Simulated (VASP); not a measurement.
# SnTe in VASP: further runs

SnTe is run at these levels: r2SCAN, PBE; tasks: single point.

Everything below comes from runs of VASP 6.6.1. Logs are shortened: lines on timing, memory, paths and dates and some standing lists are left out, and cuts for length are marked.

## Step 1: The cell of the first run

It takes space group I4/mmm (No. 139, tetragonal). Conventional cell: a = 4.510 Å, b = 4.510 Å, c = 6.315 Å, α = 90.00°, β = 90.00°, γ = 90.00°. Sn (site symmetry 4/mmm) has 6 Te at 3.16 to 3.19 Å within 4.2 Å. Within 4.2 Å of Te (site symmetry 4/mmm) lie 6 Sn at 3.16 to 3.19 Å.

## Step 2: Single point, r2SCAN, non-collinear spin, zero start, spin-orbit coupling (uniaxial z strain -1.0%)

Input file POSCAR:

```
SnTe
1.0
    0.0000000000      3.1893303454      3.1574370420
    3.1893303454      0.0000000000      3.1574370420
    3.1893303454      3.1893303454      0.0000000000
Sn Te
1 1
Direct
    0.0000000000      0.0000000000      0.0000000000
    0.5000000000      0.5000000000      0.5000000000
```

Input file INCAR.step1:

```
SYSTEM = SnTe
  PREC = Accurate
  ENCUT = 520
  ISMEAR = -1
  SIGMA = 0.02
  LREAL = .FALSE.
  LASPH = .TRUE.
  NELM = 150
  MAGMOM = 0 0 0 0 0 0
  LSORBIT = .TRUE.
  GGA_COMPAT = .FALSE.
  NBANDS = 32
  GGA = PE
  ALGO = Normal
  EDIFF = 1E-4
  LWAVE = .TRUE.
  LCHARG = .FALSE.
```

Input file INCAR.step2:

```
SYSTEM = SnTe
  PREC = Accurate
  ENCUT = 520
  EDIFF = 1E-6
  ISMEAR = -1
  SIGMA = 0.02
  LREAL = .FALSE.
  LASPH = .TRUE.
  NELM = 150
  ALGO = Normal
  ISIF = 2
  LWAVE = .FALSE.
  LCHARG = .FALSE.
  MAGMOM = 0 0 0 0 0 0
  LORBIT = 11
  LSORBIT = .TRUE.
  GGA_COMPAT = .FALSE.
  LORBMOM = .TRUE.
  METAGGA = R2SCAN
  LMIXTAU = .TRUE.
  NBANDS = 32
  ISTART = 1
```

Input file KPOINTS:

```
Automatic mesh
0
G
  8 8 8
  0 0 0
```

Potentials or basis: VASP PAW PBE potentials, release 64 (Sn_d, Te).

The run is started by

```bash
$ cat potpaw_PBE.64/Sn_d/POTCAR potpaw_PBE.64/Te/POTCAR > POTCAR
$ cp INCAR.step1 INCAR
$ mpirun -np 1 vasp_ncl > vasp.out
$ cp INCAR.step2 INCAR
$ mpirun -np 1 vasp_ncl > vasp.out
```

OUTCAR:

```text
SYSTEM = SnTe
   PREC = Accurate
   ENCUT = 520
   EDIFF = 1E-6
   ISMEAR = -1
   LREAL = .FALSE.
   LASPH = .TRUE.
   NELM = 150
   ISIF = 2
   LORBIT = 11
   LSORBIT = .TRUE.
   METAGGA = R2SCAN
   ISTART = 1

 ion  position               nearest neighbor table
   1  0.000  0.000  0.000-   2 3.16   2 3.16   2 3.19   2 3.19   2 3.19   2 3.19
   2  0.500  0.500  0.500-   1 3.16   1 3.16   1 3.19   1 3.19   1 3.19   1 3.19

  LATTYP: Found a body centered tetragonal cell.
 ALAT       =     4.5103942294
 C/A-ratio  =     1.4000714268

  Lattice vectors:

 A1 = (   0.0000000000,  -3.1893303454,  -3.1574370420)
 A2 = (   0.0000000000,   3.1893303454,  -3.1574370420)
 A3 = (   3.1893303454,   0.0000000000,   3.1574370420)

Analysis of symmetry for initial positions (statically):
=====================================================================
 Subroutine PRICEL returns:
 Original cell was already a primitive cell.

 Routine SETGRP: Setting up the symmetry group for a
 body centered tetragonal supercell.

 Subroutine GETGRP returns: Found 16 space group operations
 (whereof 16 operations were pure point group operations)
 out of a pool of 16 trial point group operations.

The static configuration has the point symmetry D_4h.

Analysis of symmetry for dynamics (positions and initial velocities):
=====================================================================
 Subroutine PRICEL returns:
 Original cell was already a primitive cell.

 Routine SETGRP: Setting up the symmetry group for a
 body centered tetragonal supercell.

 Subroutine GETGRP returns: Found 16 space group operations
 (whereof 16 operations were pure point group operations)
 out of a pool of 16 trial point group operations.

The dynamic configuration has the point symmetry D_4h.

Analysis of structural, dynamic, and magnetic symmetry:
=====================================================================
 Subroutine PRICEL returns:
 Original cell was already a primitive cell.

 Routine SETGRP: Setting up the symmetry group for a
 body centered tetragonal supercell.

 Subroutine GETGRP returns: Found 16 space group operations
 (whereof 16 operations were pure point group operations)
 out of a pool of 16 trial point group operations.

The overall configuration has the point symmetry D_4h.

 Subroutine INISYM returns: Found 16 space group operations
 (whereof 16 operations are pure point group operations),
 and found     1 'primitive' translations

----------------------------------------------------------------------------------------

                                     Primitive cell

  volume of cell :      64.2338

  direct lattice vectors                    reciprocal lattice vectors
     0.000000000  3.189330345  3.157437042    -0.156772722  0.156772722  0.158356285
     3.189330345  0.000000000  3.157437042     0.156772722 -0.156772722  0.158356285
     3.189330345  3.189330345  0.000000000     0.156772722  0.156772722 -0.158356285

  length of vectors
     4.487898921  4.487898921  4.510394229     0.272455658  0.272455658  0.272455658

  position of ions in fractional coordinates (direct lattice)
     0.000000000  0.000000000  0.000000000
     0.500000000  0.500000000  0.500000000

  ion indices of the primitive-cell ions
   primitive index   ion index
                 1           1
                 2           2

----------------------------------------------------------------------------------------

 KPOINTS: Automatic mesh

Automatic generation of k-mesh.
 Grid dimensions read from file:
 generate k-points for:    8    8    8

 Generating k-lattice:

  Cartesian coordinates                     Fractional coordinates (reciprocal lattice)
    -0.019596590  0.019596590  0.019794536     0.125000000  0.000000000  0.000000000
     0.019596590 -0.019596590  0.019794536     0.000000000  0.125000000  0.000000000
     0.019596590  0.019596590 -0.019794536    -0.000000000 -0.000000000  0.125000000

[... 90 lines left out ...]
 NGX is ok and might be reduce to    36
   NGX = 17   NGY = 17   NGZ = 17

 number of electron      20.0000002 magnetization       0.0000000      0.0000000      0.0000000

 number of electron      20.0000002 magnetization      -0.0000000      0.0000000      0.0000000

 number of electron      20.0000002 magnetization      -0.0000000      0.0000000     -0.0000000

 Free energy of the ion-electron system (eV)
  ---------------------------------------------------
  ext. energy  EPLUGINS =         0.00000000
  ---------------------------------------------------
  free energy    TOTEN  =       -50.82200690 eV

  energy without entropy =      -50.82186771  energy(sigma->0) =      -50.82193731

 E-fermi :   6.6861     XC(G=0):  -9.9414

 val. band max:        6.6305281493   @ k =   0.5000   0.0000   0.0000
 cond. band min:       6.7416976653   @ k =   0.5000   0.0000   0.0000
 fundamental gap:      0.1111695161
 Fermi energy:         6.6861128903

 k-point     1 :       0.0000    0.0000    0.0000
  band No.  band energies     occupation
      1     -16.6699      1.00000
      2     -16.6699      1.00000
      3     -16.6674      1.00000
      4     -16.6674      1.00000
      5     -15.6309      1.00000
      6     -15.6309      1.00000
[... 829 lines left out ...]
     31      14.8909      0.00000
     32      14.8909      0.00000

 [... further k-points ...]
[... 5 lines left out ...]
  --------------------------------------------------------------------------------------
  -------------------------------------------------------------------------------------
  Total       -0.0537796     -0.0537796      0.4382649      0.0000000      0.0000000      0.0000000
  in kB       -1.3414193     -1.3414193     10.9315966      0.0000000      0.0000000      0.0000000
  external PRESSURE =       2.7495860 kB  Pullay stress =       0.0000000 kB

 VOLUME and BASIS-vectors are now :
 -----------------------------------------------------------------------------
  energy-cutoff  :      520.00
  volume of cell :       64.23
      direct lattice vectors                 reciprocal lattice vectors
     0.000000000  3.189330345  3.157437042    -0.156772722  0.156772722  0.158356285
     3.189330345  0.000000000  3.157437042     0.156772722 -0.156772722  0.158356285
     3.189330345  3.189330345  0.000000000     0.156772722  0.156772722 -0.158356285

 POSITION                                       TOTAL-FORCE (eV/Angst)
 -----------------------------------------------------------------------------------
      0.00000      0.00000      0.00000        -0.000000      0.000000     -0.000000
      3.18933      3.18933      3.15744         0.000000     -0.000000      0.000000
 -----------------------------------------------------------------------------------
    total drift:                               -0.000000      0.000000      0.000000

  FREE ENERGIE OF THE ION-ELECTRON SYSTEM (eV)
  ---------------------------------------------------
  free  energy   TOTEN  =       -50.8220069024 eV

  energy  without entropy=      -50.8218677147  energy(sigma->0) =      -50.82193731

 orbital moment (x)

 # of ion     p       d       tot
 ----------------------------------------
  1         0.000   0.000   0.000
  2         0.000   0.000   0.000
 ----------------------------------------
            0.000   0.000   0.000

 orbital moment (y)

 # of ion     p       d       tot
 ----------------------------------------
  1         0.000   0.000   0.000
  2        -0.000   0.000  -0.000
 ----------------------------------------
           -0.000   0.000  -0.000

 orbital moment (z)

 # of ion     p       d       tot
 ----------------------------------------
  1         0.000   0.000   0.000
  2         0.000   0.000   0.000
 ----------------------------------------
            0.000   0.000   0.000

 Spin-Orbit-Coupling matrix elements

 Ion:    1  E_soc:     -0.0919378
 l=   1
     0.0000000    -0.0093033    -0.0093371
    -0.0093033     0.0000000    -0.0093033
    -0.0093371    -0.0093033     0.0000000
 l=   2
     0.0000000    -0.0011911     0.0000000    -0.0011911    -0.0048169
    -0.0011911     0.0000000    -0.0036133    -0.0011908    -0.0012043
     0.0000000    -0.0036133     0.0000000    -0.0036133     0.0000000
    -0.0011911    -0.0011908    -0.0036133     0.0000000    -0.0012043
    -0.0048169    -0.0012043     0.0000000    -0.0012043     0.0000000
 l=   3
     0.0000000     0.0000000     0.0000000     0.0000000     0.0000000     0.0000000     0.0000000
     0.0000000     0.0000000     0.0000000     0.0000000     0.0000000     0.0000000     0.0000000
     0.0000000     0.0000000     0.0000000     0.0000000     0.0000000     0.0000000     0.0000000
     0.0000000     0.0000000     0.0000000     0.0000000     0.0000000     0.0000000     0.0000000
     0.0000000     0.0000000     0.0000000     0.0000000     0.0000000     0.0000000     0.0000000
     0.0000000     0.0000000     0.0000000     0.0000000     0.0000000     0.0000000     0.0000000
     0.0000000     0.0000000     0.0000000     0.0000000     0.0000000     0.0000000     0.0000000

 Ion:    2  E_soc:     -0.1898557
 l=   1
     0.0000000    -0.0316207    -0.0316847
    -0.0316207     0.0000000    -0.0316207
    -0.0316847    -0.0316207     0.0000000
 l=   2
     0.0000000    -0.0000110     0.0000000    -0.0000110     0.0000128
    -0.0000110     0.0000000     0.0000070    -0.0000123     0.0000029
     0.0000000     0.0000070     0.0000000     0.0000070     0.0000000
    -0.0000110    -0.0000123     0.0000070     0.0000000     0.0000029
     0.0000128     0.0000029     0.0000000     0.0000029     0.0000000
 l=   3
     0.0000000     0.0000000     0.0000000     0.0000000     0.0000000     0.0000000     0.0000000
     0.0000000     0.0000000     0.0000000     0.0000000     0.0000000     0.0000000     0.0000000
     0.0000000     0.0000000     0.0000000     0.0000000     0.0000000     0.0000000     0.0000000
     0.0000000     0.0000000     0.0000000     0.0000000     0.0000000     0.0000000     0.0000000
     0.0000000     0.0000000     0.0000000     0.0000000     0.0000000     0.0000000     0.0000000
     0.0000000     0.0000000     0.0000000     0.0000000     0.0000000     0.0000000     0.0000000
     0.0000000     0.0000000     0.0000000     0.0000000     0.0000000     0.0000000     0.0000000

 total charge

# of ion       s       p       d       tot
------------------------------------------
    1        1.344   0.741   9.979  12.064
    2        1.383   2.001   0.029   3.413
--------------------------------------------------
tot          2.727   2.743  10.008  15.478

 magnetization (x)

# of ion       s       p       d       tot
------------------------------------------
    1        0.000   0.000   0.000   0.000
    2        0.000   0.000   0.000   0.000
--------------------------------------------------
tot          0.000   0.000   0.000   0.000

 magnetization (y)

# of ion       s       p       d       tot
------------------------------------------
    1        0.000   0.000  -0.000  -0.000
    2        0.000   0.000  -0.000   0.000
--------------------------------------------------
tot          0.000   0.000  -0.000  -0.000

 magnetization (z)

# of ion       s       p       d       tot
------------------------------------------
    1        0.000   0.000   0.000   0.000
    2       -0.000   0.000  -0.000  -0.000
--------------------------------------------------
tot          0.000   0.000   0.000   0.000
```

Run time: 22 min. Hardware: 1 thread of Intel Xeon Platinum 8375C at 2.90GHz (Ice Lake), shared host; peak memory 0.55 GiB.

What came out:

```
Free energy                                           : -50.8220 eV
Pressure                                              : 0.3 GPa
Net moment                                            : 0.00 μB per cell
Valence electrons inside the program's atomic spheres : Sn 12.06; Te 3.41
```

Moments on the atoms (μB; x, y, z):
```
Sn  0.00 0.00 0.00
Te  0.00 0.00 0.00
```

Caveat: the cell differs from its parent crystal (uniaxial z strain -1.0%); the PAW data sets were made with another functional, which shifts forces and pressure a little.

## Step 3: Single point, PBE

This run uses another cell than the first one, of 32.44 Å³/atom.

Input file INCAR:

```
SYSTEM = SnTe
PREC = Accurate ; ENCUT = 520
EDIFF = 1E-7 ; ISMEAR = -1
SIGMA = 0.02 ; LREAL = .False.
LASPH = .True. ; NELM = 80
ALGO = Normal ; ISIF = 2
LWAVE = .False. ; LCHARG = .False.
GGA = PE ; NBANDS = 17
```

Input file KPOINTS:

```
Automatic mesh
0
Gamma
  8 8 8
  0 0 0
```

Input file POSCAR:

```
SnTe
1.0
    0.0000000000      3.1893303454      3.1893303454
    3.1893303454      0.0000000000      3.1893303454
    3.1893303454      3.1893303454      0.0000000000
Sn Te
1 1
Direct
    0.0000000000      0.0000000000      0.0000000000
    0.5000000000      0.5000000000      0.5000000000
```

Potentials or basis: VASP PAW PBE potentials, release 64 (Sn_d, Te).

The run is started by

```bash
$ cat potpaw_PBE.64/Sn_d/POTCAR potpaw_PBE.64/Te/POTCAR > POTCAR
$ mpirun -np 1 vasp_std > vasp.out
```

It took 34 s on 1 thread of Intel Xeon Platinum 8259CL at 2.50GHz (Skylake/Cascade Lake), shared host; peak memory 0.21 GiB.

Results (log left out):

| Item | Value |
| --- | --- |
| Free energy | -7.5619 eV |
| Pressure | 0.6 GPa |
| Band gap on the k mesh | 0.01 eV |

Levels at points of the mesh, in eV from the valence-band top:
| k point | band 7 | band 8 | band 9 | band 10 | band 11 | band 12 | band 13 | band 14 |
| --- | --- | --- | --- | --- | --- | --- | --- | --- |
| (0.00, 0.00, 0.00) | -4.84 | -2.07 | -2.07 | -2.07 | 3.25 | 3.25 | 3.25 | 4.79 |
| (0.50, 0.00, 0.00) | -8.17 | -1.74 | -1.74 | 0.00 | 0.01 | 0.40 | 0.40 | 7.67 |
| (0.50, 0.50, 0.00) | -6.47 | -5.35 | -3.59 | -3.59 | 2.29 | 4.72 | 4.72 | 6.10 |

Caveat: spin-orbit coupling is left out, which moves the levels of the heavy elements.

(Part 1 of 2 ends here.)
